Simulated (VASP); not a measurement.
# TePb (Pm-3m) in VASP: relaxation of cell and atoms with r2SCAN

Aim: the relaxation of cell and atoms of TePb with r2SCAN.

All numbers are computed with VASP 6.6.1; they aren't measurements. Logs are shortened: lines on timing, memory, paths and dates and some standing lists are left out, and cuts for length are marked.

## (1) The cell of the first run

The structure is cubic, space group Pm-3m (No. 221). The conventional cell has a = 3.686 Å, b = 3.686 Å, c = 3.686 Å, α = 90.00°, β = 90.00°, γ = 90.00°. Te (site symmetry m-3m) has 8 Pb at 3.19 Å and 6 Te at 3.69 Å within 4.2 Å. Within 4.2 Å of Pb (site symmetry m-3m) lie 8 Te at 3.19 Å and 6 Pb at 3.69 Å.

## (2) Relaxation of cell and atoms, r2SCAN, target pressure 17.6 GPa, at which the enthalpy is minimised

POSCAR

```
TePb
1.0
    3.6862032299      0.0000000000      0.0000000000
    0.0000000000      3.6862032299      0.0000000000
    0.0000000000      0.0000000000      3.6862032299
Te Pb
1 1
Direct
    0.5000000000      0.5000000000      0.5000000000
    0.0000000000      0.0000000000      0.0000000000
```

INCAR.step1

```
SYSTEM = TePb
ALGO     = Normal         ! electronic algorithm
EDIFF    = 1E-4           ! SCF threshold, eV
ENCUT    = 600            ! plane-wave cutoff, eV
GGA      = PE             ! functional
ISMEAR   = -1             ! smearing method
LASPH    = .True.         ! aspherical terms in the spheres
LCHARG   = .False.        ! write CHGCAR
LREAL    = .False.        ! projectors in reciprocal space
LWAVE    = .True.         ! write WAVECAR
NELM     = 100            ! most SCF steps
PREC     = Accurate       ! precision mode
SIGMA    = 0.1            ! smearing width, eV
```

INCAR.step2

```
SYSTEM = TePb
ALGO     = Normal         ! electronic algorithm
EDIFF    = 1E-6           ! SCF threshold, eV
EDIFFG   = -0.002         ! ionic threshold
ENCUT    = 600            ! plane-wave cutoff, eV
IBRION   = 2              ! ionic algorithm
ISIF     = 3              ! what is computed and relaxed
ISMEAR   = -1             ! smearing method
ISTART   = 1            
LASPH    = .True.         ! aspherical terms in the spheres
LCHARG   = .False.        ! write CHGCAR
LMIXTAU  = .True.       
LREAL    = .False.        ! projectors in reciprocal space
LWAVE    = .False.        ! write WAVECAR
METAGGA  = R2SCAN         ! meta-GGA
NELM     = 100            ! most SCF steps
NSW      = 80             ! ionic steps
PREC     = Accurate       ! precision mode
PSTRESS  = 176.0        
SIGMA    = 0.1            ! smearing width, eV
```

KPOINTS

```
k-points
0
Gamma
  12 12 12
  0 0 0
```

Potentials or basis: VASP PAW PBE potentials, release 64 (Te, Pb_d).

Run with:

```
> cat potpaw_PBE.64/Te/POTCAR potpaw_PBE.64/Pb_d/POTCAR > POTCAR
> cp INCAR.step1 INCAR
> mpirun -np 1 vasp_std > vasp.out
> cp INCAR.step2 INCAR
> mpirun -np 1 vasp_std > vasp.out
```

OUTCAR:

```text
SYSTEM = TePb
   EDIFF = 1E-6
   EDIFFG = -0.002
   ENCUT = 600
   IBRION = 2
   ISIF = 3
   ISMEAR = -1
   ISTART = 1
   LASPH = .True.
   LREAL = .False.
   METAGGA = R2SCAN
   NELM = 100
   NSW = 80
   PREC = Accurate
   PSTRESS = 176.0

 ion  position               nearest neighbor table
   1  0.500  0.500  0.500-   2 3.19   2 3.19   2 3.19   2 3.19   2 3.19   2 3.19   2 3.19   2 3.19

   2  0.000  0.000  0.000-   1 3.19   1 3.19   1 3.19   1 3.19   1 3.19   1 3.19   1 3.19   1 3.19

  LATTYP: Found a simple cubic cell.
 ALAT       =     3.6862032299

  Lattice vectors:

 A1 = (   3.6862032299,   0.0000000000,   0.0000000000)
 A2 = (   0.0000000000,   3.6862032299,   0.0000000000)
 A3 = (   0.0000000000,   0.0000000000,   3.6862032299)

Analysis of symmetry for initial positions (statically):
=====================================================================
 Subroutine PRICEL returns:
 Original cell was already a primitive cell.

 Routine SETGRP: Setting up the symmetry group for a
 simple cubic supercell.

 Subroutine GETGRP returns: Found 48 space group operations
 (whereof 48 operations were pure point group operations)
 out of a pool of 48 trial point group operations.

The static configuration has the point symmetry O_h .

Analysis of symmetry for dynamics (positions and initial velocities):
=====================================================================
 Subroutine PRICEL returns:
 Original cell was already a primitive cell.

 Routine SETGRP: Setting up the symmetry group for a
 simple cubic supercell.

 Subroutine GETGRP returns: Found 48 space group operations
 (whereof 48 operations were pure point group operations)
 out of a pool of 48 trial point group operations.

The dynamic configuration has the point symmetry O_h .

 Subroutine INISYM returns: Found 48 space group operations
 (whereof 48 operations are pure point group operations),
 and found     1 'primitive' translations

----------------------------------------------------------------------------------------

                                     Primitive cell

  volume of cell :      50.0885

  direct lattice vectors                    reciprocal lattice vectors
     3.686203230  0.000000000  0.000000000     0.271281841  0.000000000  0.000000000
     0.000000000  3.686203230  0.000000000     0.000000000  0.271281841  0.000000000
     0.000000000  0.000000000  3.686203230     0.000000000  0.000000000  0.271281841

  length of vectors
     3.686203230  3.686203230  3.686203230     0.271281841  0.271281841  0.271281841

  position of ions in fractional coordinates (direct lattice)
     0.500000000  0.500000000  0.500000000
     0.000000000  0.000000000  0.000000000

  ion indices of the primitive-cell ions
   primitive index   ion index
                 1           1
                 2           2

----------------------------------------------------------------------------------------

 KPOINTS: k-points

Automatic generation of k-mesh.
 Grid dimensions read from file:
 generate k-points for:   12   12   12

 Generating k-lattice:

  Cartesian coordinates                     Fractional coordinates (reciprocal lattice)
     0.022606820  0.000000000  0.000000000     0.083333333  0.000000000  0.000000000
     0.000000000  0.022606820  0.000000000     0.000000000  0.083333333  0.000000000
     0.000000000  0.000000000  0.022606820     0.000000000  0.000000000  0.083333333

  Length of vectors
     0.022606820  0.022606820  0.022606820

  Shift w.r.t. Gamma in fractional coordinates (k-lattice)
     0.000000000  0.000000000  0.000000000

 Subroutine IBZKPT returns following result:
 ===========================================

 Found     84 irreducible k-points:

 Following reciprocal coordinates:
            Coordinates               Weight
  0.000000  0.000000  0.000000      1.000000
  0.083333  0.000000  0.000000      6.000000
  0.166667  0.000000  0.000000      6.000000
  0.250000  0.000000  0.000000      6.000000
  0.333333  0.000000  0.000000      6.000000
  0.416667  0.000000  0.000000      6.000000
[... 16 lines left out ...]
  0.333333  0.333333  0.000000     12.000000
  0.416667  0.333333  0.000000     24.000000
 [... further k-points ...]
   k-points           NKPTS =     84   k-points in BZ     NKDIM =     84   number of bands    NBANDS=     14
   number of dos      NEDOS =    301   number of ions     NIONS =      2
   total plane-waves  NPLWV =  27000
   dimension x,y,z NGX =    30 NGY =   30 NGZ =   30
   dimension x,y,z NGXF=    60 NGYF=   60 NGZF=   60
   ions per type =               1   1
   NGX,Y,Z   is equivalent  to a cutoff of  13.53, 13.53, 13.53 a.u.
   NGXF,Y,Z  is equivalent  to a cutoff of  27.06, 27.06, 27.06 a.u.
 SYSTEM =  TePb
   PREC   = accura    normal or accurate (medium, high low for compatibility)
   ISTART =      1    job   : 0-new  1-cont  2-samecut
   ICHARG =      0    charge: 1-file 2-atom 10-const
   ISPIN  =      1    spin polarized calculation?
   LNONCOLLINEAR =      F non collinear calculations
   LSORBIT =      F    spin-orbit coupling
   LASPH  =      T    aspherical Exc in radial PAW
   ENCUT  =  600.0 eV  44.10 Ry    6.64 a.u.   7.36  7.36  7.36*2*pi/ulx,y,z
   NELM   =    100;   NELMIN=  2; NELMDL=  0     # of ELM steps
   EDIFF  = 0.1E-05   stopping-criterion for ELM
   LREAL  =      F    real-space projection
   EDIFFG = -.2E-02   stopping-criterion for IOM
   NSW    =     80    number of steps for IOM
   IBRION =      2    ionic relax: 0-MD 1-quasi-New 2-CG
   NFREE  =      1    steps in history (QN), initial steepest desc. (CG)
   ISIF   =      3    stress and relaxation
   ISYM   =      2    0-nonsym 1-usesym 2-fastsym
   POTIM  = 0.5000    time-step for ionic-motion
   TEBEG  =    0.0;   TEEND  =   0.0 temperature during run
   PSTRESS=  176.0 pullay stress
   NELECT =      20.0000    total number of electrons
   NUPDOWN=      -1.0000    fix difference up-down
   EMIN   =  10.00;   EMAX   =-10.00  energy-range for DOS
   EFERMI =   0.00;   METHOD = LEGACY
   ISMEAR =    -1;   SIGMA  =   0.10  broadening in eV -4-tet -1-fermi 0-gaus
   EFERMI_NEDOS =   21; number of points for ismear=-14 and -15
   IALGO  =     38    algorithm
   IMIX   =      4    mixing-type and parameters
     AMIX     =   0.40;   BMIX     =  1.00
     AMIX_MAG =   1.60;   BMIX_MAG =  1.00
  volume/ion in A,a.u.               =      25.04       169.01
  Fermi-wavevector in a.u.,A,eV,Ry     =   1.205514  2.278091 19.772854  1.453264
  Thomas-Fermi vector in A             =   2.341208
   LORBIT       =      0    0 simple, 1 ext, 2 COOP (PROOUT), +10 PAW based schemes
   METAGGA = R2SCAN    functional components
   LHFCALC =     F    Hartree Fock is set to
   AEXX    =    0.0000 exact exchange contribution
   IVDW    =     0    specifies the selected vdW correction
   LEPSILON=     F    determine dielectric tensor
   LRPA    =     F    only Hartree local field effects (RPA)
 conjugate gradient relaxation of ions
 non-spin polarized calculation
  energy-cutoff  :      600.00
  volume of cell :       50.09
 maximum number of plane-waves:      1743
 NGX is ok and might be reduce to    30
   NGX = 15   NGY = 15   NGZ = 15

--------------------------------------- Ionic step        1  -------------------------------------------

 number of electron      19.9999993 magnetization

 Free energy of the ion-electron system (eV)
  ---------------------------------------------------
  ext. energy  EPLUGINS =         0.00000000
  ---------------------------------------------------
  free energy    TOTEN  =       -81.59056313 eV

  energy without entropy =      -81.55653624  energy(sigma->0) =      -81.57354969

------------------------ aborting loop because EDIFF is reached ----------------------------------------

  FORCE on cell =-STRESS in cart. coord.  units (eV):
  Direction    XX          YY          ZZ          XY          YZ          ZX
  --------------------------------------------------------------------------------------
  -------------------------------------------------------------------------------------
  Total        5.3615770      5.3615770      5.3615770      0.0000000      0.0000000     -0.0000000
  in kB      171.5004656    171.5004656    171.5004656      0.0000000      0.0000000     -0.0000000
  external PRESSURE =      -4.4995344 kB  Pullay stress =     176.0000000 kB
[... 289 lines left out ...]
  enthalpy is  TOTEN    =       -76.0886048213 eV   P V=        5.4805214669

--------------------------------------- Ionic step        9  -------------------------------------------

 number of electron      19.9999993 magnetization

 Free energy of the ion-electron system (eV)
  ---------------------------------------------------
  ext. energy  EPLUGINS =         0.00000000
  ---------------------------------------------------
  free energy    TOTEN  =       -81.56912235 eV

  energy without entropy =      -81.53501454  energy(sigma->0) =      -81.55206844

 E-fermi :   9.5015     XC(G=0): -11.5035

 val. band max:        9.4969453313   @ k =   0.2500   0.0833   0.0833
 cond. band min:       9.5234111969   @ k =   0.5000   0.2500   0.0000
 fundamental gap:      0.0264658656
 Fermi energy:         9.5015288513

 k-point     1 :       0.0000    0.0000    0.0000
  band No.  band energies     occupation
      1      -8.3848      2.00000
      2      -8.3848      2.00000
      3      -8.2003      2.00000
      4      -8.2003      2.00000
      5      -8.2003      2.00000
      6      -5.1212      2.00000
      7       3.5909      2.00000
      8       7.1569      2.00000
      9       7.1569      2.00000
     10       7.1569      2.00000
     11      13.5962      0.00000
     12      13.5962      0.00000
     13      17.0010      0.00000
     14      17.0010      0.00000
[... 375 lines left out ...]
 k-point    24 :       0.4167    0.3333    0.0000
  band No.  band energies     occupation
      1      -8.3892      2.00000
      2      -8.3109      2.00000
      3      -8.2541      2.00000
      4      -8.2396      2.00000
      5      -8.1626      2.00000
      6      -2.2049      2.00000
      7       0.3613      2.00000
      8       4.0340      2.00000
      9       5.6324      2.00000
     10       9.5394      0.81289
     11      12.9808      0.00000
     12      13.4871      0.00000
     13      14.4452      0.00000
     14      17.4589      0.00000

 [... further k-points ...]
[... 5 lines left out ...]
  --------------------------------------------------------------------------------------
  -------------------------------------------------------------------------------------
  Total        5.4773528      5.4773528      5.4773528      0.0000000      0.0000000      0.0000000
  in kB      175.8983719    175.8983719    175.8983719      0.0000000      0.0000000      0.0000000
  external PRESSURE =      -0.1016281 kB  Pullay stress =     176.0000000 kB
[... 17 lines left out ...]
  FREE ENERGIE OF THE ION-ELECTRON SYSTEM (eV)
  ---------------------------------------------------
  free  energy   TOTEN  =       -81.5691223488 eV

  energy  without entropy=      -81.5350145377  energy(sigma->0) =      -81.55206844

  enthalpy is  TOTEN    =       -76.0886048845 eV   P V=        5.4805174642

 reached required accuracy - stopping structural energy minimisation
```

Wall time 13 min (1 thread of Intel Xeon 6975P-C (Granite Rapids), shared host); peak memory 0.24 GiB.

Results:

| Property | Result |
| --- | --- |
| Free energy | -81.5691 eV |
| Relaxed volume | 24.95 Å³/atom |
| Relaxed cell | a = 3.681 Å, b = 3.681 Å, c = 3.681 Å, α = 90.00°, β = 90.00°, γ = 90.00° |
| Space group after relaxing (to 0.05 Å) | Pm-3m (No. 221) |
| Energy change on relaxing (the enthalpy is what falls) | +10.7 meV/atom |
| Ionic steps | 9 |
| Pressure after relaxing | 17.6 GPa |
| Band gap on the k mesh | zero (band 10 reaches 10.09 eV, above the bottom of band 11 at 7.72 eV) |

Step by step:
```tsv
step	energy change (eV)	largest force (eV/Å)	pressure (GPa)	volume (Å³)
1	0.0000	0.0000	17.15	50.09
2	0.0562	0.0000	18.30	49.58
3	0.0219	0.0000	17.66	49.89
4	0.0193	0.0000	17.56	49.91
5	0.0202	0.0000	17.57	49.90
6	0.0211	0.0000	17.58	49.89
7	0.0212	0.0000	17.58	49.89
8	0.0214	0.0000	17.57	49.89
9	0.0214	0.0000	17.59	49.89
```

Final structure:
```
CELL_PARAMETERS angstrom
3.68134 0.00000 0.00000
0.00000 3.68134 0.00000
0.00000 0.00000 3.68134
ATOMIC_POSITIONS crystal
Te 0.50000 0.50000 0.50000
Pb 0.00000 0.00000 0.00000
```

Caveat: the cell is relaxed towards a set pressure, so the enthalpy falls and the energy may rise; the PAW data sets were made with another functional, which shifts forces and pressure a little; spin-orbit coupling is left out, which moves the levels of the heavy elements.
